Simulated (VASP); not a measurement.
# Mg in VASP: a series of runs

Runs on Mg. Level: PBE. Tasks: single point, relaxation of the atoms.

All numbers are computed with VASP 6.6.1; they aren't measurements. Logs are shortened: lines on timing, memory, paths and dates and some standing lists are left out, and cuts for length are marked.

## Step 1: The cell of the first run

The cell holds a slab with vacuum, 6 atoms: a = 3.200 Å, b = 3.200 Å, c = 28.946 Å, α = 90.00°, β = 90.00°, γ = 120.00°.

## Step 2: Single point, PBE

The input, INCAR:

```
  PREC = Accurate
  ENCUT = 520
  EDIFF = 1E-6
  ISMEAR = -1
  SIGMA = 0.05
  LREAL = False
  LASPH = True
  NELM = 100
  ALGO = Normal
  ISIF = 2
  LWAVE = False
  LCHARG = True
  LDIPOL = True
  IDIPOL = 3
  DIPOL = 0.5 0.5 0.500
  GGA = PE
  LELF = True
  LVHAR = True
  LVACPOTAV = True
  NBANDS = 15
```

The input, KPOINTS:

```
regular mesh
0
Gamma
  12 12 1
```

The input, POSCAR:

```
Mg
1.0
    3.1998719907      0.0000000000      0.0000000000
   -1.5999359953      2.7711704328      0.0000000000
    0.0000000000      0.0000000000     28.9460000000
Mg
6
Direct
    0.8333333330      0.1666666670      0.2763758811
    0.1666666670      0.8333333330      0.3658255286
    0.8333333330      0.1666666670      0.4552751762
    0.1666666670      0.8333333330      0.5447248238
    0.8333333330      0.1666666670      0.6341744714
    0.1666666670      0.8333333330      0.7236241189
```

Potentials or basis: VASP PAW PBE potentials, release 64 (Mg).

On the command line:

```console
$ cat potpaw_PBE.64/Mg/POTCAR > POTCAR
$ mpirun -np 1 vasp_std > vasp.out
```

OUTCAR:

```text
PREC = Accurate
   ENCUT = 520
   EDIFF = 1E-6
   ISMEAR = -1
   LREAL = False
   LASPH = True
   NELM = 100
   ISIF = 2
   GGA = PE

 ion  position               nearest neighbor table
   1  0.833  0.167  0.276-   2 3.18   2 3.18   2 3.18
   2  0.167  0.833  0.366-   1 3.18   1 3.18   3 3.18   3 3.18   1 3.18   3 3.18
   3  0.833  0.167  0.455-   2 3.18   4 3.18   2 3.18   4 3.18   2 3.18   4 3.18
   4  0.167  0.833  0.545-   5 3.18   3 3.18   5 3.18   3 3.18   5 3.18   3 3.18
   5  0.833  0.167  0.634-   6 3.18   6 3.18   4 3.18   4 3.18   6 3.18   4 3.18
   6  0.167  0.833  0.724-   5 3.18   5 3.18   5 3.18

  LATTYP: Found a hexagonal cell.
 ALAT       =     3.1998719907
 C/A-ratio  =     9.0459868658

  Lattice vectors:

 A1 = (   3.1998719907,   0.0000000000,   0.0000000000)
 A2 = (  -1.5999359953,   2.7711704328,   0.0000000000)
 A3 = (   0.0000000000,   0.0000000000,  28.9460000000)

Analysis of symmetry for initial positions (statically):
=====================================================================
 Subroutine PRICEL returns:
 Original cell was already a primitive cell.

 Routine SETGRP: Setting up the symmetry group for a
 hexagonal supercell.

 Subroutine GETGRP returns: Found 12 space group operations
 (whereof  4 operations were pure point group operations)
 out of a pool of 24 trial point group operations.

The static configuration has the point symmetry C_2h.
 The point group associated with its full space group is D_3d.

Analysis of symmetry for dynamics (positions and initial velocities):
=====================================================================
 Subroutine PRICEL returns:
 Original cell was already a primitive cell.

 Routine SETGRP: Setting up the symmetry group for a
 hexagonal supercell.

 Subroutine GETGRP returns: Found 12 space group operations
 (whereof  4 operations were pure point group operations)
 out of a pool of 24 trial point group operations.

The dynamic configuration has the point symmetry C_2h.
 The point group associated with its full space group is D_3d.

 Subroutine INISYM returns: Found 12 space group operations
 (whereof  4 operations are pure point group operations),
 and found     1 'primitive' translations

----------------------------------------------------------------------------------------

                                     Primitive cell

  volume of cell :     256.6755

  direct lattice vectors                    reciprocal lattice vectors
     3.199871991  0.000000000  0.000000000     0.312512501  0.180429177  0.000000000
    -1.599935995  2.771170433  0.000000000     0.000000000  0.360858354  0.000000000
     0.000000000  0.000000000 28.946000000     0.000000000  0.000000000  0.034547088

  length of vectors
     3.199871991  3.199871991 28.946000000     0.360858354  0.360858354  0.034547088

  position of ions in fractional coordinates (direct lattice)
     0.833333333  0.166666667  0.276375881
     0.166666667  0.833333333  0.365825529
     0.833333333  0.166666667  0.455275176
     0.166666667  0.833333333  0.544724824
     0.833333333  0.166666667  0.634174471
     0.166666667  0.833333333  0.723624119

  ion indices of the primitive-cell ions
   primitive index   ion index
                 1           1
                 2           2
                 3           3
                 4           4
                 5           5
                 6           6

----------------------------------------------------------------------------------------

 KPOINTS: regular mesh

Automatic generation of k-mesh.
 Grid dimensions read from file:
 generate k-points for:   12   12    1

 Generating k-lattice:

  Cartesian coordinates                     Fractional coordinates (reciprocal lattice)
     0.026042708  0.015035765  0.000000000     0.083333333  0.000000000  0.000000000
     0.000000000  0.030071529  0.000000000     0.000000000  0.083333333  0.000000000
     0.000000000  0.000000000  0.034547088     0.000000000  0.000000000  1.000000000

  Length of vectors
     0.030071529  0.030071529  0.034547088

  Shift w.r.t. Gamma in fractional coordinates (k-lattice)
     0.000000000  0.000000000  0.000000000

 Subroutine IBZKPT returns following result:
 ===========================================

 Found     19 irreducible k-points:

 Following reciprocal coordinates:
            Coordinates               Weight
  0.000000  0.000000  0.000000      1.000000
  0.083333  0.000000  0.000000      6.000000
  0.166667  0.000000  0.000000      6.000000
  0.250000  0.000000  0.000000      6.000000
  0.333333  0.000000  0.000000      6.000000
  0.416667  0.000000  0.000000      6.000000
[... 11 lines left out ...]
  0.333333  0.250000  0.000000     12.000000
  0.333333  0.333333  0.000000      2.000000
   k-points           NKPTS =     19   k-points in BZ     NKDIM =     19   number of bands    NBANDS=     15
   number of dos      NEDOS =    301   number of ions     NIONS =      6
   total plane-waves  NPLWV = 124416
   dimension x,y,z NGX =    24 NGY =   24 NGZ =  216
   dimension x,y,z NGXF=    48 NGYF=   48 NGZF=  432
   ions per type =               6
   NGX,Y,Z   is equivalent  to a cutoff of  12.47, 12.47, 12.41 a.u.
   NGXF,Y,Z  is equivalent  to a cutoff of  24.94, 24.94, 24.81 a.u.
 SYSTEM =  unknown system
   PREC   = accura    normal or accurate (medium, high low for compatibility)
   ISTART =      0    job   : 0-new  1-cont  2-samecut
   ICHARG =      2    charge: 1-file 2-atom 10-const
   ISPIN  =      1    spin polarized calculation?
   LNONCOLLINEAR =      F non collinear calculations
   LSORBIT =      F    spin-orbit coupling
   LASPH  =      T    aspherical Exc in radial PAW
   ENCUT  =  520.0 eV  38.22 Ry    6.18 a.u.   5.95  5.95 53.82*2*pi/ulx,y,z
   NELM   =    100;   NELMIN=  2; NELMDL= -5     # of ELM steps
   EDIFF  = 0.1E-05   stopping-criterion for ELM
   LREAL  =      F    real-space projection
   EDIFFG = 0.1E-04   stopping-criterion for IOM
   NSW    =      0    number of steps for IOM
   IBRION =     -1    ionic relax: 0-MD 1-quasi-New 2-CG
   NFREE  =      0    steps in history (QN), initial steepest desc. (CG)
   ISIF   =      2    stress and relaxation
   ISYM   =      2    0-nonsym 1-usesym 2-fastsym
   POTIM  = 0.5000    time-step for ionic-motion
   TEBEG  =    0.0;   TEEND  =   0.0 temperature during run
   PSTRESS=    0.0 pullay stress
   NELECT =      12.0000    total number of electrons
   NUPDOWN=      -1.0000    fix difference up-down
   EMIN   =  10.00;   EMAX   =-10.00  energy-range for DOS
   EFERMI =   0.00;   METHOD = LEGACY
   ISMEAR =    -1;   SIGMA  =   0.05  broadening in eV -4-tet -1-fermi 0-gaus
   EFERMI_NEDOS =   21; number of points for ismear=-14 and -15
   IALGO  =     38    algorithm
   IMIX   =      4    mixing-type and parameters
     AMIX     =   0.40;   BMIX     =  1.00
     AMIX_MAG =   1.60;   BMIX_MAG =  1.00
  volume/ion in A,a.u.               =      42.78       288.69
  Fermi-wavevector in a.u.,A,eV,Ry     =   0.589758  1.114481  4.732302  0.347814
  Thomas-Fermi vector in A             =   1.637536
   LORBIT       =      0    0 simple, 1 ext, 2 COOP (PROOUT), +10 PAW based schemes
   GGA     = PE    functional components
   LHFCALC =     F    Hartree Fock is set to
   AEXX    =    0.0000 exact exchange contribution
   IVDW    =     0    specifies the selected vdW correction
   LEPSILON=     F    determine dielectric tensor
   LRPA    =     F    only Hartree local field effects (RPA)
 non-spin polarized calculation
  energy-cutoff  :      520.00
  volume of cell :      256.68
 maximum number of plane-waves:      6984
 NGX is ok and might be reduce to    24
   NGX = 11   NGY = 11   NGZ =107

 number of electron      12.0000000 magnetization

 dipolmoment           0.000000      0.000000      0.000000 electrons x Angstroem

 Free energy of the ion-electron system (eV)
  ---------------------------------------------------
  ext. energy  EPLUGINS =         0.00000000
  ---------------------------------------------------
  free energy    TOTEN  =        -8.41241138 eV

  energy without entropy =       -8.37993450  energy(sigma->0) =       -8.39617294

 E-fermi :  -0.2744     XC(G=0):  -5.1524

 val. band max:       -0.2782383116   @ k =   0.3333   0.1667   0.0000
 cond. band min:      -0.2211298025   @ k =   0.5000   0.0000   0.0000
 fundamental gap:      0.0571085091
 Fermi energy:        -0.2743502787

 k-point     1 :       0.0000    0.0000    0.0000
  band No.  band energies     occupation
      1      -7.0321      2.00000
      2      -6.6398      2.00000
      3      -6.0032      2.00000
      4      -5.1088      2.00000
      5      -3.9847      2.00000
      6      -2.6359      2.00000
      7      -1.4343      2.00000
      8       0.2724      0.00004
      9       1.7376      0.00000
     10       2.8436      0.00000
     11       3.2752      0.00000
     12       4.3641      0.00000
     13       4.4046      0.00000
     14       6.2785      0.00000
     15       6.2899      0.00000

 k-point     2 :       0.0833    0.0000    0.0000
  band No.  band energies     occupation
      1      -6.8959      2.00000
      2      -6.5040      2.00000
      3      -5.8681      2.00000
      4      -4.9746      2.00000
      5      -3.8516      2.00000
      6      -2.5033      2.00000
      7      -1.3077      2.00000
      8       0.3999      0.00000
      9       1.8647      0.00000
     10       2.9732      0.00000
     11       3.4078      0.00000
     12       4.4901      0.00000
     13       4.5337      0.00000
     14       6.3944      0.00000
     15       6.4095      0.00000

 k-point     3 :       0.1667    0.0000    0.0000
  band No.  band energies     occupation
      1      -6.4883      2.00000
      2      -6.0978      2.00000
      3      -5.4640      2.00000
      4      -4.5733      2.00000
      5      -3.4536      2.00000
      6      -2.1075      2.00000
      7      -0.9281      2.00000
      8       0.7786      0.00000
      9       2.2395      0.00000
     10       3.3565      0.00000
     11       3.8024      0.00000
     12       4.8520      0.00000
     13       4.9107      0.00000
     14       5.9948      0.00000
     15       6.3028      0.00000

 k-point     4 :       0.2500    0.0000    0.0000
  band No.  band energies     occupation
      1      -5.8129      2.00000
      2      -5.4246      2.00000
      3      -4.7944      2.00000
      4      -3.9088      2.00000
      5      -2.7954      2.00000
      6      -1.4564      2.00000
      7      -0.2957      1.21017
      8       1.3795      0.00000
      9       2.7852      0.00000
     10       3.6725      0.00000
     11       3.9054      0.00000
     12       4.0283      0.00000
     13       4.4578      0.00000
     14       4.6118      0.00000
     15       5.2088      0.00000
[... 217 lines left out ...]
 k-point    17 :       0.2500    0.2500    0.0000
  band No.  band energies     occupation
      1      -3.4217      2.00000
      2      -3.0425      2.00000
      3      -2.4289      2.00000
      4      -1.5716      2.00000
      5      -0.5199      1.98539
      6       0.5120      0.00000
      7       1.1680      0.00000
      8       1.5088      0.00000
      9       1.6602      0.00000
     10       1.6754      0.00000
     11       2.0072      0.00000
     12       2.0732      0.00000
     13       2.2051      0.00000
     14       3.1721      0.00000
     15       3.3838      0.00000

 k-point    18 :       0.3333    0.2500    0.0000
  band No.  band energies     occupation
      1      -2.1233      2.00000
      2      -1.7535      2.00000
      3      -1.1643      2.00000
      4      -0.6205      1.99803
      5      -0.3858      1.80554
      6      -0.2829      1.08576
      7       0.5111      0.00000
      8       0.7616      0.00000
      9       0.8284      0.00000
     10       1.2006      0.00000
     11       1.4635      0.00000
     12       2.2181      0.00000
     13       2.3982      0.00000
     14       2.5659      0.00000
     15       2.9799      0.00000

 k-point    19 :       0.3333    0.3333    0.0000
  band No.  band energies     occupation
      1      -0.7419      1.99983
      2      -0.7230      1.99975
      3      -0.7230      1.99975
      4      -0.3962      1.83932
      5      -0.3962      1.83932
      6      -0.3860      1.80618
      7       0.1194      0.00076
      8       0.1194      0.00076
      9       0.1934      0.00017
     10       1.0144      0.00000
     11       1.6398      0.00000
     12       1.6398      0.00000
     13       2.0536      0.00000
     14       2.5776      0.00000
     15       2.5776      0.00000

------------------------ aborting loop because EDIFF is reached ----------------------------------------

  FORCE on cell =-STRESS in cart. coord.  units (eV):
  Direction    XX          YY          ZZ          XY          YZ          ZX
  --------------------------------------------------------------------------------------
  -------------------------------------------------------------------------------------
  Total       -1.0012592     -1.0012592     -0.0035718     -0.0000000     -0.0000000      0.0000000
  in kB       -6.2498946     -6.2498946     -0.0222952     -0.0000000     -0.0000000      0.0000000
  external PRESSURE =      -4.1740281 kB  Pullay stress =       0.0000000 kB

 VOLUME and BASIS-vectors are now :
 -----------------------------------------------------------------------------
  energy-cutoff  :      520.00
  volume of cell :      256.68
      direct lattice vectors                 reciprocal lattice vectors
     3.199871991  0.000000000  0.000000000     0.312512501  0.180429177  0.000000000
    -1.599935995  2.771170433  0.000000000     0.000000000  0.360858354  0.000000000
     0.000000000  0.000000000 28.946000000     0.000000000  0.000000000  0.034547088

 POSITION                                       TOTAL-FORCE (eV/Angst)
 -----------------------------------------------------------------------------------
      2.39990      0.46186      7.99998        -0.000000      0.000000     -0.041628
     -0.79997      2.30931     10.58919        -0.000000      0.000000      0.069593
      2.39990      0.46186     13.17840        -0.000000     -0.000000      0.000133
     -0.79997      2.30931     15.76760        -0.000000      0.000000     -0.000133
      2.39990      0.46186     18.35681        -0.000000      0.000000     -0.069593
     -0.79997      2.30931     20.94602         0.000000     -0.000000      0.041628
 -----------------------------------------------------------------------------------
    total drift:                               -0.000000     -0.000000     -0.000000

  FREE ENERGIE OF THE ION-ELECTRON SYSTEM (eV)
  ---------------------------------------------------
  free  energy   TOTEN  =        -8.4124113845 eV

  energy  without entropy=       -8.3799344984  energy(sigma->0) =       -8.39617294

 vacuum level on the upper side and lower side of the slab         3.449         3.449
```

Wall time 78 s (1 thread of Oxide Virtual Turin-like, shared host); peak memory 0.32 GiB.

Results:

| Property | Result |
| --- | --- |
| Free energy | -8.4124 eV |
| Largest force | 0.070 eV/Å |
| Band gap on the k mesh | zero (bands 6 and 7 overlap by 1.95 eV) |

Forces in eV/Å, atoms in the order of the input:
```
Mg   0.000  0.000 -0.042
Mg   0.000  0.000  0.070
Mg   0.000  0.000  0.000
Mg   0.000  0.000  0.000
Mg   0.000  0.000 -0.070
Mg   0.000  0.000  0.042
```

## Step 3: Single point, PBE

The input, INCAR:

```
SYSTEM = Mg
  PREC = Accurate
  ENCUT = 520
  EDIFF = 1E-6
  ISMEAR = -1
  SIGMA = 0.05
  LREAL = .False.
  LASPH = .True.
  NELM = 100
  ALGO = Normal
  ISIF = 2
  LWAVE = .False.
  LCHARG = .True.
  LDIPOL = .True.
  IDIPOL = 3
  DIPOL = 0.5 0.5 0.500
  GGA = PE
  LELF = .True.
  LVHAR = .True.
  LVACPOTAV = .True.
  NBANDS = 15
```

The input, KPOINTS:

```
regular mesh
0
Gamma
  12 12 1
  0 0 0
```

The input, POSCAR:

```
Mg
1.0
    3.1998719907      0.0000000000      0.0000000000
   -1.5999359953      2.7711704328      0.0000000000
    0.0000000000      0.0000000000     28.9460000000
Mg
6
Direct
    0.8333333333      0.1666666667      0.2757942072
    0.1666666667      0.8333333333      0.3666220642
    0.8333333333      0.1666666667      0.4555626034
    0.1666666667      0.8333333333      0.5444373989
    0.8333333333      0.1666666667      0.6333779341
    0.1666666667      0.8333333333      0.7242057923
```

Potentials or basis: VASP PAW PBE potentials, release 64 (Mg).

On the command line:

```console
$ cat potpaw_PBE.64/Mg/POTCAR > POTCAR
$ mpirun -np 1 vasp_std > vasp.out
```

Run time: 1.8 min. Hardware: 1 thread of Oxide Virtual Turin-like, shared host; peak memory 0.32 GiB.

The run converged. Its results:

* Free energy: -8.4146 eV
* Largest force: 0.004 eV/Å
* Band gap on the k mesh: zero (bands 6 and 7 overlap by 1.95 eV)

Forces on the atoms (eV/Å):
```
Mg   0.000  0.000  0.004
Mg   0.000  0.000  0.001
Mg   0.000  0.000  0.000
Mg   0.000  0.000  0.000
Mg   0.000  0.000 -0.001
Mg   0.000  0.000 -0.004
```

Levels at points of the mesh, in eV from the Fermi level:
```tsv
k point	band 3	band 4	band 5	band 6	band 7	band 8	band 9	band 10
(0.00, 0.00, 0.00)	-5.71	-4.84	-3.73	-2.37	-1.17	0.54	1.98	3.10
(0.50, 0.00, 0.00)	-1.62	-1.59	-1.05	-1.00	-0.04	0.05	0.95	1.09
```

## Step 4: Single point, PBE

The input, INCAR:

```
PREC = Accurate
ENCUT = 520
EDIFF = 1E-7
ISMEAR = -1
SIGMA = 0.05
LREAL = False
LASPH = True
NELM = 100
ALGO = Normal
ISIF = 2
LWAVE = False
LCHARG = True
LDIPOL = True
IDIPOL = 3
DIPOL = 0.5 0.5 0.500
GGA = PE
LELF = True
LVHAR = True
LVACPOTAV = True
NBANDS = 15
```

The input, KPOINTS:

```
Automatic mesh
0
Gamma
  12 12 1
```

POSCAR is that of step 3.

On the command line:

```console
$ cat potpaw_PBE.64/Mg/POTCAR > POTCAR
$ mpirun -np 1 vasp_std > vasp.out
```

It took 86 s on 1 thread of Oxide Virtual Turin-like, shared host; peak memory 0.32 GiB.

Results (log left out):

```yaml
Free_energy: -8.4146 eV
Largest_force: 0.004 eV/Å
Band_gap_on_the_k_mesh: zero (bands 6 and 7 overlap by 1.95 eV)
```

Forces on the atoms (eV/Å):
```
Mg   0.000  0.000  0.004
Mg   0.000  0.000  0.001
Mg   0.000  0.000  0.000
Mg   0.000  0.000  0.000
Mg   0.000  0.000 -0.001
Mg   0.000  0.000 -0.004
```

Levels at points of the mesh, in eV from the Fermi level:
```
           k point  band 4  band 5  band 6  band 7  band 8  band 9
(0.00, 0.00, 0.00)   -4.84   -3.73   -2.37   -1.17    0.54    1.98
(0.50, 0.00, 0.00)   -1.59   -1.05   -1.00   -0.04    0.05    0.95
```

(Part 1 of 2 ends here.)

The gap in the log of VASP goes by the Fermi energy; the results here count the filled bands.